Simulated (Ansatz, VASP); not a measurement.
Two plane-wave programs on NaI

The input INCAR:

```
SYSTEM = NaI
  PREC = Accurate
  ENCUT = 520
  EDIFF = 1E-7
  ISMEAR = -1
  SIGMA = 0.02
  LREAL = .False.
  LASPH = .True.
  NELM = 100
  ALGO = Normal
  ISIF = 2
  LWAVE = .False.
  LCHARG = .False.
  GGA = PE
  NBANDS = 14
```

File KPOINTS:

```
regular mesh
0
Gamma
  6 6 6
  0 0 0
```

The input POSCAR:

```
NaI
1.0
    3.9714433582      0.0000000000      0.0000000000
    0.0000000000      3.9714433582      0.0000000000
    0.0000000000      0.0000000000      4.0405365329
Na I
1 1
Direct
    0.0000000000      0.0000000000      0.0000000000
    0.5000000000      0.5000000000      0.5000000000
```

Input for Ansatz:

```yaml
crystal:
  lattice:
    - [3.9714433582, 0.0, 0.0]
    - [0.0, 3.9714433582, 0.0]
    - [0.0, 0.0, 4.0405365329]
  atoms:
    - { symbol: Na, position: [0.0, 0.0, 0.0] }
    - { symbol: I, position: [0.5, 0.5, 0.5] }
kpoints:
  mp_grid: { grid: [6, 6, 6] }
  band_path:
    path: [[0.0, 0.0, 0.0], [0.0, 0.5, 0.0], [0.5, 0.5, 0.0], [0.5, 0.5, 0.5]]
    npoints: 1
hamiltonian:
  xc: pbe
scf:
  occupations: { method: fermi_dirac, width: 0.02 }
  n_extra_bands: 4
output:
  forces: true
  stress: true
  eigenvalues: true
  write_density: true
  write_potential: true
  elf: true
  volumetric_format: npy
```

Change from the starting cell: biaxial_xy strain -1.7%.

Alike in both runs: task single point; functional PBE; k mesh 6 × 6 × 6; occupations fermi-dirac, width 0.02 eV; no spin polarisation.

```csv
,VASP,Ansatz
version,VASP 6.6.1,Ansatz 0.2.0
potentials or method,"VASP PAW PBE potentials, release 64 (Na_pv, I)","plane waves, PAW"
plane-wave cutoff (eV),520,420
valence electrons in the cell,14,26
```

```csv
,VASP,Ansatz,Ansatz less VASP
gap on the k mesh at the Fermi level (eV),2.30,2.31,+0.003
pressure (GPa),1.0,1.0,0.00
"traceless stress, the component that is largest in VASP (GPa)",-0.60,-0.60,-0.002
```

VASP's potentials hold 14 valence electrons a cell and Ansatz's 26, so a difference there can come from the potentials and not from the codes.

Neither program's run includes spin-orbit coupling.
